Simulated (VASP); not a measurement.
# Cs2Si3 (P-3m1) in VASP: a series of runs

Cs2Si3 is run at these levels: PBE; tasks: single point, relaxation of cell and atoms.

Program: VASP 6.6.1. These are calculated values, not measurements. Logs are shortened: lines on timing, memory, paths and dates and some standing lists are left out, and cuts for length are marked.

### Step 1. The cell of the first run

Symmetry: P-3m1, No. 164, trigonal system. Conventional cell: a = 4.617 Å, b = 4.617 Å, c = 7.183 Å, α = 90.00°, β = 90.00°, γ = 120.00°. Within 3.7 Å of Cs (site symmetry 3m) lie 7 Si at 2.78 to 3.19 Å. Si (site symmetry -3m) has 6 Cs at 3.19 Å and 6 Si at 3.69 Å within 4.2 Å. Within 3.7 Å of Si (site symmetry 3m) lie 4 Cs at 2.78 to 2.87 Å and 6 Si at 3.38 to 3.69 Å.

### Step 2. Single point, PBE

The input, INCAR:

```
SYSTEM = Cs2Si3
  PREC = Accurate
  ENCUT = 520
  EDIFF = 1E-7
  ISMEAR = 0
  SIGMA = 0.1
  LREAL = .FALSE.
  LASPH = .TRUE.
  NELM = 100
  ALGO = Normal
  ISIF = 2
  LWAVE = .FALSE.
  LCHARG = .TRUE.
  GGA = PE
  LELF = .TRUE.
  LVHAR = .TRUE.
  NBANDS = 23
```

The input, KPOINTS:

```
Automatic mesh
0
G
  6 6 4
  0 0 0
```

The input, POSCAR:

```
Cs2Si3
1.0
    4.6166191172      0.0000000000      0.0000000000
   -2.3083095586      3.9981094350      0.0000000000
    0.0000000000      0.0000000000      7.1827094386
Cs Si
2 3
Direct
    0.3333333333      0.6666666667      0.2450000000
    0.6666666667      0.3333333333      0.7550000000
    0.0000000000      0.0000000000      0.0000000000
    0.3333333333      0.6666666667      0.6450000000
    0.6666666667      0.3333333333      0.3550000000
```

Potentials or basis: VASP PAW PBE potentials, release 64 (Cs_sv, Si).

Command:

```console
> cat potpaw_PBE.64/Cs_sv/POTCAR potpaw_PBE.64/Si/POTCAR > POTCAR
> mpirun -np 1 vasp_std > vasp.out
```

OUTCAR:

```text
SYSTEM = Cs2Si3
   PREC = Accurate
   ENCUT = 520
   EDIFF = 1E-7
   ISMEAR = 0
   LREAL = .FALSE.
   LASPH = .TRUE.
   NELM = 100
   ISIF = 2
   GGA = PE

 ion  position               nearest neighbor table
   1  0.333  0.667  0.245-   5 2.78   5 2.78   5 2.78   4 2.87
   2  0.667  0.333  0.755-   4 2.78   4 2.78   4 2.78   5 2.87
   3  0.000  0.000  0.000-
   4  0.333  0.667  0.645-   2 2.78   2 2.78   2 2.78   1 2.87
   5  0.667  0.333  0.355-   1 2.78   1 2.78   1 2.78   2 2.87

  LATTYP: Found a hexagonal cell.
 ALAT       =     4.6166191172
 C/A-ratio  =     1.5558375634

  Lattice vectors:

 A1 = (   4.6166191172,   0.0000000000,   0.0000000000)
 A2 = (  -2.3083095586,   3.9981094350,   0.0000000000)
 A3 = (   0.0000000000,   0.0000000000,   7.1827094386)

Analysis of symmetry for initial positions (statically):
=====================================================================
 Subroutine PRICEL returns:
 Original cell was already a primitive cell.

 Routine SETGRP: Setting up the symmetry group for a
 hexagonal supercell.

 Subroutine GETGRP returns: Found 12 space group operations
 (whereof 12 operations were pure point group operations)
 out of a pool of 24 trial point group operations.

The static configuration has the point symmetry D_3d.

Analysis of symmetry for dynamics (positions and initial velocities):
=====================================================================
 Subroutine PRICEL returns:
 Original cell was already a primitive cell.

 Routine SETGRP: Setting up the symmetry group for a
 hexagonal supercell.

 Subroutine GETGRP returns: Found 12 space group operations
 (whereof 12 operations were pure point group operations)
 out of a pool of 24 trial point group operations.

The dynamic configuration has the point symmetry D_3d.

 Subroutine INISYM returns: Found 12 space group operations
 (whereof 12 operations are pure point group operations),
 and found     1 'primitive' translations

----------------------------------------------------------------------------------------
[... 91 lines left out ...]
   ICHARG =      2    charge: 1-file 2-atom 10-const
   ISPIN  =      1    spin polarized calculation?
   LNONCOLLINEAR =      F non collinear calculations
   LSORBIT =      F    spin-orbit coupling
   LASPH  =      T    aspherical Exc in radial PAW
   ENCUT  =  520.0 eV  38.22 Ry    6.18 a.u.   8.58  8.58 13.36*2*pi/ulx,y,z
   NELM   =    100;   NELMIN=  2; NELMDL= -5     # of ELM steps
   EDIFF  = 0.1E-06   stopping-criterion for ELM
   LREAL  =      F    real-space projection
   EDIFFG = 0.1E-05   stopping-criterion for IOM
   NSW    =      0    number of steps for IOM
   IBRION =     -1    ionic relax: 0-MD 1-quasi-New 2-CG
   NFREE  =      0    steps in history (QN), initial steepest desc. (CG)
   ISIF   =      2    stress and relaxation
   ISYM   =      2    0-nonsym 1-usesym 2-fastsym
   POTIM  = 0.5000    time-step for ionic-motion
   TEBEG  =    0.0;   TEEND  =   0.0 temperature during run
   PSTRESS=    0.0 pullay stress
   NELECT =      30.0000    total number of electrons
   NUPDOWN=      -1.0000    fix difference up-down
   EMIN   =  10.00;   EMAX   =-10.00  energy-range for DOS
   EFERMI =   0.00;   METHOD = LEGACY
   ISMEAR =     0;   SIGMA  =   0.10  broadening in eV -4-tet -1-fermi 0-gaus
   EFERMI_NEDOS =   21; number of points for ismear=-14 and -15
   IALGO  =     38    algorithm
   IMIX   =      4    mixing-type and parameters
     AMIX     =   0.40;   BMIX     =  1.00
     AMIX_MAG =   1.60;   BMIX_MAG =  1.00
  volume/ion in A,a.u.               =      26.52       178.93
  Fermi-wavevector in a.u.,A,eV,Ry     =   0.997607  1.885204 13.540792  0.995220
  Thomas-Fermi vector in A             =   2.129775
   LORBIT       =      0    0 simple, 1 ext, 2 COOP (PROOUT), +10 PAW based schemes
   GGA     = PE    functional components
   LHFCALC =     F    Hartree Fock is set to
   AEXX    =    0.0000 exact exchange contribution
   IVDW    =     0    specifies the selected vdW correction
   LEPSILON=     F    determine dielectric tensor
   LRPA    =     F    only Hartree local field effects (RPA)
 non-spin polarized calculation
 Gauss-broadening in eV      SIGMA  =   0.10
  energy-cutoff  :      520.00
  volume of cell :      132.58
 maximum number of plane-waves:      3598
 NGX is ok and might be reduce to    36
   NGX = 17   NGY = 17   NGZ = 27

 number of electron      29.9999999 magnetization

 Free energy of the ion-electron system (eV)
  ---------------------------------------------------
  ext. energy  EPLUGINS =         0.00000000
  ---------------------------------------------------
  free energy    TOTEN  =        -7.54114734 eV

  energy without entropy =       -7.52679184  energy(sigma->0) =       -7.53396959

 E-fermi :   4.2539     XC(G=0):  -9.5383

 val. band max:        4.2277834308   @ k =   0.1667   0.0000   0.2500
 cond. band min:       4.2658924237   @ k =   0.3333   0.3333   0.5000
 fundamental gap:      0.0381089928
 Fermi energy:         4.2538695530

 k-point     1 :       0.0000    0.0000    0.0000
  band No.  band energies     occupation
      1     -17.4358      2.00000
      2     -17.2706      2.00000
      3      -6.1641      2.00000
      4      -4.6005      2.00000
      5      -4.6005      2.00000
      6      -4.3617      2.00000
[... 613 lines left out ...]
     22       9.0171      0.00000
     23      10.7383      0.00000

------------------------ aborting loop because EDIFF is reached ----------------------------------------

  FORCE on cell =-STRESS in cart. coord.  units (eV):
  Direction    XX          YY          ZZ          XY          YZ          ZX
  --------------------------------------------------------------------------------------
  -------------------------------------------------------------------------------------
  Total       12.5262516     12.5262516      8.7832220      0.0000000     -0.0000000      0.0000000
  in kB      151.3786717    151.3786717    106.1444813      0.0000000     -0.0000000      0.0000000
  external PRESSURE =     136.3006082 kB  Pullay stress =       0.0000000 kB

 VOLUME and BASIS-vectors are now :
 -----------------------------------------------------------------------------
  energy-cutoff  :      520.00
  volume of cell :      132.58
      direct lattice vectors                 reciprocal lattice vectors
     4.616619117  0.000000000  0.000000000     0.216608729  0.125059108  0.000000000
    -2.308309559  3.998109435  0.000000000     0.000000000  0.250118216  0.000000000
     0.000000000  0.000000000  7.182709439     0.000000000  0.000000000  0.139223229

 POSITION                                       TOTAL-FORCE (eV/Angst)
 -----------------------------------------------------------------------------------
     -0.00000      2.66541      1.75976         0.000000      0.000000     -3.014304
      2.30831      1.33270      5.42295         0.000000     -0.000000      3.014304
      0.00000      0.00000      0.00000         0.000000      0.000000     -0.000000
     -0.00000      2.66541      4.63285        -0.000000      0.000000     -0.293534
      2.30831      1.33270      2.54986         0.000000     -0.000000      0.293534
 -----------------------------------------------------------------------------------
    total drift:                               -0.000000      0.000000     -0.000000

  FREE ENERGIE OF THE ION-ELECTRON SYSTEM (eV)
  ---------------------------------------------------
  free  energy   TOTEN  =        -7.5411473438 eV

  energy  without entropy=       -7.5267918382  energy(sigma->0) =       -7.53396959
```

OSZICAR:

```text
N       E                     dE             d eps       ncg     rms          rms(c)
DAV:   1     0.150850858973E+03    0.15085E+03   -0.11999E+04  1104   0.108E+03
DAV:   2     0.501746651501E+01   -0.14583E+03   -0.13793E+03  1421   0.182E+02
DAV:   3    -0.762995152280E+01   -0.12647E+02   -0.12382E+02  1441   0.537E+01
DAV:   4    -0.782535421255E+01   -0.19540E+00   -0.19523E+00  1307   0.805E+00
DAV:   5    -0.782781503646E+01   -0.24608E-02   -0.24601E-02  1412   0.918E-01    0.287E+00
DAV:   6    -0.761123533207E+01    0.21658E+00   -0.58181E-01  1230   0.346E+00    0.162E+00
DAV:   7    -0.756042190968E+01    0.50813E-01   -0.34276E-01  1223   0.220E+00    0.112E+00
DAV:   8    -0.754132287313E+01    0.19099E-01   -0.82519E-02  1328   0.137E+00    0.319E-01
DAV:   9    -0.754119142848E+01    0.13144E-03   -0.90481E-03  1356   0.467E-01    0.169E-01
DAV:  10    -0.754119309588E+01   -0.16674E-05   -0.17758E-03  1307   0.208E-01    0.554E-02
DAV:  11    -0.754113481893E+01    0.58277E-04   -0.26707E-04  1335   0.900E-02    0.292E-02
DAV:  12    -0.754114782556E+01   -0.13007E-04   -0.44141E-05  1307   0.299E-02    0.516E-03
DAV:  13    -0.754114805128E+01   -0.22573E-06   -0.13088E-06  1391   0.575E-03    0.287E-03
DAV:  14    -0.754114751046E+01    0.54082E-06   -0.74931E-07  1279   0.392E-03    0.130E-03
DAV:  15    -0.754114731808E+01    0.19237E-06   -0.73029E-08   951   0.143E-03    0.469E-04
DAV:  16    -0.754114734378E+01   -0.25696E-07   -0.39008E-08   762   0.908E-04
   1 F= -.75411473E+01 E0= -.75339696E+01  d E =-.143555E-01
```

stdout:

```text
POSCAR found type information on POSCAR CsSi
 POSCAR found :  2 types and       5 ions
 scaLAPACK will be used
 LDA part: xc-table for (Slater+PW92), standard interpolation
 POSCAR, INCAR and KPOINTS ok, starting setup
 FFT: planning ... GRIDC
 FFT: planning ... GRID_SOFT
 FFT: planning ... GRID
 WAVECAR not read
 entering main loop
```

It took 33 s on 1 thread of Intel Xeon 6975P-C (Granite Rapids), shared host; peak memory 0.27 GiB.

Results:

| Quantity | Value |
| --- | --- |
| Free energy | -7.5411 eV |
| Pressure | 13.6 GPa |
| Largest force | 3.014 eV/Å |
| Band gap on the k mesh | zero (bands 15 and 16 overlap by 0.57 eV) |

Forces on the atoms (eV/Å):
```
Cs   0.000  0.000 -3.014
Cs   0.000  0.000  3.014
Si   0.000  0.000  0.000
Si   0.000  0.000 -0.294
Si   0.000  0.000  0.294
```

Caveat: the cell stands under pressure; spin-orbit coupling is left out, which moves the levels of the heavy elements; forces of over 1 eV/Å act on the atoms, so gaps and moduli don't describe the material at rest.

### Step 3. Single point, PBE

This run uses another cell than the first one, of 33.66 Å³/atom.

The input, INCAR:

```
SYSTEM = Cs2Si3
ALGO     = Normal         ! electronic algorithm
EDIFF    = 1E-6           ! SCF threshold, eV
ENCUT    = 520            ! plane-wave cutoff, eV
GGA      = PE             ! functional
ISIF     = 2              ! what is computed and relaxed
ISMEAR   = 0              ! smearing method
LASPH    = .True.         ! aspherical terms in the spheres
LCHARG   = .True.         ! write CHGCAR
LELF     = .True.         ! ELF
LREAL    = .False.        ! projectors in reciprocal space
LVHAR    = .True.       
LWAVE    = .False.        ! write WAVECAR
NBANDS   = 23             ! bands
NELM     = 60             ! most SCF steps
PREC     = Accurate       ! precision mode
SIGMA    = 0.1            ! smearing width, eV
```

The input, KPOINTS:

```
k-points
0
Gamma
  6 6 4
  0 0 0
```

The input, POSCAR:

```
Cs2Si3
1.0
    3.9179224916      0.0000000000      0.0000000000
   -1.9589612458      3.3930204078      0.0000000000
    0.0000000000      0.0000000000     12.6597626299
Cs Si
2 3
Direct
    0.3333333333      0.6666666667      0.2281638684
    0.6666666667      0.3333333333      0.7718361316
    0.0000000000      0.0000000000      0.0000000000
    0.3333333333      0.6666666667      0.5269002736
    0.6666666667      0.3333333333      0.4730997264
```

Potentials or basis: VASP PAW PBE potentials, release 64 (Cs_sv, Si).

Command:

```console
> cat potpaw_PBE.64/Cs_sv/POTCAR potpaw_PBE.64/Si/POTCAR > POTCAR
> mpirun -np 1 vasp_std > vasp.out
```

OUTCAR:

```text
SYSTEM = Cs2Si3
   EDIFF = 1E-6
   ENCUT = 520
   GGA = PE
   ISIF = 2
   ISMEAR = 0
   LASPH = .True.
   LREAL = .False.
   NELM = 60
   PREC = Accurate

 ion  position               nearest neighbor table
   1  0.333  0.667  0.228-
   2  0.667  0.333  0.772-
   3  0.000  0.000  0.000-
   4  0.333  0.667  0.527-   5 2.36   5 2.36   5 2.36
   5  0.667  0.333  0.473-   4 2.36   4 2.36   4 2.36

  LATTYP: Found a hexagonal cell.
 ALAT       =     3.9179224916
 C/A-ratio  =     3.2312437668

  Lattice vectors:

 A1 = (   3.9179224916,   0.0000000000,   0.0000000000)
 A2 = (  -1.9589612458,   3.3930204078,   0.0000000000)
 A3 = (   0.0000000000,   0.0000000000,  12.6597626299)

Analysis of symmetry for initial positions (statically):
=====================================================================
 Subroutine PRICEL returns:
 Original cell was already a primitive cell.

 Routine SETGRP: Setting up the symmetry group for a
 hexagonal supercell.

 Subroutine GETGRP returns: Found 12 space group operations
 (whereof 12 operations were pure point group operations)
 out of a pool of 24 trial point group operations.

The static configuration has the point symmetry D_3d.

Analysis of symmetry for dynamics (positions and initial velocities):
=====================================================================
 Subroutine PRICEL returns:
 Original cell was already a primitive cell.

 Routine SETGRP: Setting up the symmetry group for a
 hexagonal supercell.

 Subroutine GETGRP returns: Found 12 space group operations
 (whereof 12 operations were pure point group operations)
 out of a pool of 24 trial point group operations.

The dynamic configuration has the point symmetry D_3d.
[... 119 lines left out ...]
   ISMEAR =     0;   SIGMA  =   0.10  broadening in eV -4-tet -1-fermi 0-gaus
   EFERMI_NEDOS =   21; number of points for ismear=-14 and -15
   IALGO  =     38    algorithm
   IMIX   =      4    mixing-type and parameters
     AMIX     =   0.40;   BMIX     =  1.00
     AMIX_MAG =   1.60;   BMIX_MAG =  1.00
  volume/ion in A,a.u.               =      33.66       227.14
  Fermi-wavevector in a.u.,A,eV,Ry     =   0.921353  1.741104 11.549863  0.848891
  Thomas-Fermi vector in A             =   2.046760
   LORBIT       =      0    0 simple, 1 ext, 2 COOP (PROOUT), +10 PAW based schemes
   GGA     = PE    functional components
   LHFCALC =     F    Hartree Fock is set to
   AEXX    =    0.0000 exact exchange contribution
   IVDW    =     0    specifies the selected vdW correction
   LEPSILON=     F    determine dielectric tensor
   LRPA    =     F    only Hartree local field effects (RPA)
 non-spin polarized calculation
 Gauss-broadening in eV      SIGMA  =   0.10
  energy-cutoff  :      520.00
  volume of cell :      168.29
 maximum number of plane-waves:      4613
 NGX is ok and might be reduce to    30
   NGX = 15   NGY = 15   NGZ = 47

 number of electron      29.9999998 magnetization

 Free energy of the ion-electron system (eV)
  ---------------------------------------------------
  ext. energy  EPLUGINS =         0.00000000
  ---------------------------------------------------
  free energy    TOTEN  =       -15.66672673 eV

  energy without entropy =      -15.64721392  energy(sigma->0) =      -15.65697033

 E-fermi :   3.4357     XC(G=0):  -8.4426

 val. band max:        3.4318560041   @ k =   0.1667   0.1667   0.5000
 cond. band min:       3.4944083883   @ k =   0.3333   0.1667   0.0000
 fundamental gap:      0.0625523842
 Fermi energy:         3.4356534261

 k-point     1 :       0.0000    0.0000    0.0000
  band No.  band energies     occupation
      1     -19.5362      2.00000
      2     -19.5348      2.00000
      3      -7.6523      2.00000
      4      -6.4084      2.00000
      5      -6.2652      2.00000
      6      -5.5644      2.00000
[... 613 lines left out ...]
     22       7.5354      0.00000
     23       7.5927      0.00000

------------------------ aborting loop because EDIFF is reached ----------------------------------------

  FORCE on cell =-STRESS in cart. coord.  units (eV):
  Direction    XX          YY          ZZ          XY          YZ          ZX
  --------------------------------------------------------------------------------------
  -------------------------------------------------------------------------------------
  Total        0.0766840      0.0766840      0.2093325      0.0000000      0.0000000      0.0000000
  in kB        0.7300411      0.7300411      1.9928721      0.0000000      0.0000000      0.0000000
  external PRESSURE =       1.1509848 kB  Pullay stress =       0.0000000 kB

 VOLUME and BASIS-vectors are now :
 -----------------------------------------------------------------------------
  energy-cutoff  :      520.00
  volume of cell :      168.29
      direct lattice vectors                 reciprocal lattice vectors
     3.917922492  0.000000000  0.000000000     0.255237311  0.147361330  0.000000000
    -1.958961246  3.393020408  0.000000000     0.000000000  0.294722660  0.000000000
     0.000000000  0.000000000 12.659762630     0.000000000  0.000000000  0.078990423

 POSITION                                       TOTAL-FORCE (eV/Angst)
 -----------------------------------------------------------------------------------
     -0.00000      2.26201      2.88850        -0.000000      0.000000     -0.015157
      1.95896      1.13101      9.77126        -0.000000      0.000000      0.015157
      0.00000      0.00000      0.00000        -0.000000      0.000000      0.000000
     -0.00000      2.26201      6.67043        -0.000000     -0.000000     -0.046036
      1.95896      1.13101      5.98933         0.000000      0.000000      0.046036
 -----------------------------------------------------------------------------------
    total drift:                               -0.000000      0.000000      0.000000

  FREE ENERGIE OF THE ION-ELECTRON SYSTEM (eV)
  ---------------------------------------------------
  free  energy   TOTEN  =       -15.6667267314 eV

  energy  without entropy=      -15.6472139198  energy(sigma->0) =      -15.65697033
```

OSZICAR:

```text
N       E                     dE             d eps       ncg     rms          rms(c)
DAV:   1     0.152284987314E+03    0.15228E+03   -0.11589E+04  1104   0.105E+03
DAV:   2    -0.211066105333E+01   -0.15440E+03   -0.14782E+03  1483   0.177E+02
DAV:   3    -0.160466901759E+02   -0.13936E+02   -0.13800E+02  1426   0.544E+01
DAV:   4    -0.162482386415E+02   -0.20155E+00   -0.20137E+00  1350   0.817E+00
DAV:   5    -0.162505418804E+02   -0.23032E-02   -0.23030E-02  1489   0.875E-01    0.453E+00
DAV:   6    -0.158119526815E+02    0.43859E+00   -0.41421E-01  1337   0.281E+00    0.267E+00
DAV:   7    -0.156587607482E+02    0.15319E+00   -0.88418E-01  1413   0.374E+00    0.548E-01
DAV:   8    -0.156667700023E+02   -0.80093E-02   -0.14567E-01  1342   0.144E+00    0.424E-01
DAV:   9    -0.156660391183E+02    0.73088E-03   -0.18235E-02  1409   0.606E-01    0.105E-01
DAV:  10    -0.156665053728E+02   -0.46625E-03   -0.30963E-03  1370   0.214E-01    0.101E-01
DAV:  11    -0.156666398204E+02   -0.13445E-03   -0.11203E-04  1426   0.464E-02    0.688E-02
DAV:  12    -0.156667203299E+02   -0.80510E-04   -0.34631E-04  1322   0.873E-02    0.120E-02
DAV:  13    -0.156667238650E+02   -0.35351E-05   -0.59975E-05  1482   0.287E-02    0.761E-03
DAV:  14    -0.156667260621E+02   -0.21971E-05   -0.31087E-06  1214   0.831E-03    0.221E-03
DAV:  15    -0.156667267314E+02   -0.66927E-06   -0.70823E-07  1017   0.417E-03
   1 F= -.15666727E+02 E0= -.15656970E+02  d E =-.195128E-01
```

It took 48 s on 1 thread of Intel Xeon 6975P-C (Granite Rapids), shared host; peak memory 0.29 GiB.

What came out:

| Item | Value |
| --- | --- |
| Free energy | -15.6667 eV |
| Pressure | 0.1 GPa |
| Largest force | 0.046 eV/Å |
| Band gap on the k mesh | zero (bands 15 and 16 overlap by 1.65 eV) |

Forces on the atoms (eV/Å):
```
Cs   0.000  0.000 -0.015
Cs   0.000  0.000  0.015
Si   0.000  0.000  0.000
Si   0.000  0.000 -0.046
Si   0.000  0.000  0.046
```

Caveat: spin-orbit coupling is left out, which moves the levels of the heavy elements.

(Continued in part 2 of 2.)

The gap in the log of VASP goes by the Fermi energy; the results here count the filled bands.